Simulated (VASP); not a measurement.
A run of VASP 6.6.1:

The input INCAR:

```
PREC     = Accurate       # precision mode
ENCUT    = 520            # plane-wave cutoff, eV
EDIFF    = 1E-6           # SCF threshold, eV
ISMEAR   = 0              # smearing method
SIGMA    = 0.1            # smearing width, eV
LREAL    = Auto         
LASPH    = True           # aspherical terms in the spheres
NELM     = 100            # most SCF steps
ALGO     = Normal         # electronic algorithm
ISIF     = 2              # what is computed and relaxed
LWAVE    = False          # write WAVECAR
LCHARG   = False          # write CHGCAR
GGA      = PS             # functional
NBANDS   = 88             # bands
ISYM     = 0
```

Contents of KPOINTS:

```
Automatic mesh
0
Gamma
  3 3 2
  0 0 0.5
```

File POSCAR:

```
Hf3Al3Mo2W2N10
1.0
    2.1467695815      2.0790865332      4.3426247120
   -2.0674887858     -2.1444277733      4.3356549342
    6.5207665236     -4.4194083904      2.2617011284
N Al Mo Hf W
10 3 2 3 2
Direct
    0.9385977946      0.7507831274      0.6076294334
    0.8603640830      0.2587296085      0.7863365609
    0.3619494121      0.7453041258      0.7840932276
    0.7609595442      0.7527334862      0.9718081968
    0.1350708750      0.7538424681      0.2270032594
    0.0006128225      0.2514237549      0.4190466299
    0.5546083918      0.7098512496      0.4143450477
    0.4522978734      0.2600531029      0.6243418097
    0.2723031532      0.2408767219     -0.0299627164
    0.6609619759      0.2569204438      0.1997785231
    0.0994535153      0.5051344362      0.7940725934
    0.6152844169      0.0000477283      0.7948318793
    0.6996430922      0.5009203163      0.6064414964
    0.3075896961      0.4596975389      0.4092430903
    0.9262411401      0.5042175333      0.1834418052
    0.0051756966      0.9936611085      0.9999842158
    0.3933545259      1.0018436651      0.2086447700
    0.4890168605      0.5005515023      0.0059051590
    0.2306711646      0.0187409437      0.5866419808
    0.7511742304      0.0154765596      0.4091979682
```

Potentials or basis: VASP PAW PBE potentials, release 64 (N, Al, Mo_sv, Hf_pv, W_sv).

Run with:

```bash
$ cat potpaw_PBE.64/N/POTCAR potpaw_PBE.64/Al/POTCAR potpaw_PBE.64/Mo_sv/POTCAR potpaw_PBE.64/Hf_pv/POTCAR potpaw_PBE.64/W_sv/POTCAR > POTCAR
$ mpirun -np 1 vasp_std > vasp.out
```

Hardware: 1 thread of AMD EPYC 9R14 (Zen 4) (shared host).

**Question.** Estimate the wall time of this run.

**Answer.** It took 4.3 min on 1 thread of AMD EPYC 9R14 (Zen 4), with other jobs on the host, peak memory 0.34 GiB. Counts: scf iterations 19, k points 9.
